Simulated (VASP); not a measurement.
CdSe, 2 atoms in the cell. The structure is tetragonal, space group I-4m2 (No. 119). Conventional cell: a = 4.382 Å, b = 4.382 Å, c = 5.887 Å, α = 90.00°, β = 90.00°, γ = 90.00°. Cd (site symmetry -4m2) has 4 Se at 2.64 Å within 3.5 Å. Within 3.5 Å of Se (site symmetry -4m2) lie 4 Cd at 2.64 Å.  This cell differs from its parent crystal: engineering shear strain xz +0.0000, normal strain along z -0.0500.

* Program: VASP 6.6.1
* Task: single point
* Functional: PBE
* Potentials or basis: VASP PAW PBE potentials, release 64 (Cd, Se)
* Cutoff: 520 eV
* k mesh: 10 × 10 × 10
* Occupations: gaussian, width 0.05 eV
* Spin: no spin polarisation
* Dipole correction: no
* Further INCAR settings: ALGO = Normal; EDIFF = 1e-06; NBANDS = 16

Potentials or basis: VASP PAW PBE potentials, release 64 (Cd, Se).

Command:

```sh
$ cat potpaw_PBE.64/Cd/POTCAR potpaw_PBE.64/Se/POTCAR > POTCAR
$ mpirun -np 1 vasp_std > vasp.out
```

Hardware: 1 thread of Intel Xeon 8259CL (shared host).

**Question.** How long does it take, and how much memory?

**Answer.** It took 2.2 min on 1 thread of Intel Xeon 8259CL (shared host), peak memory 0.25 GiB. Counts: scf iterations 12, k points 102.
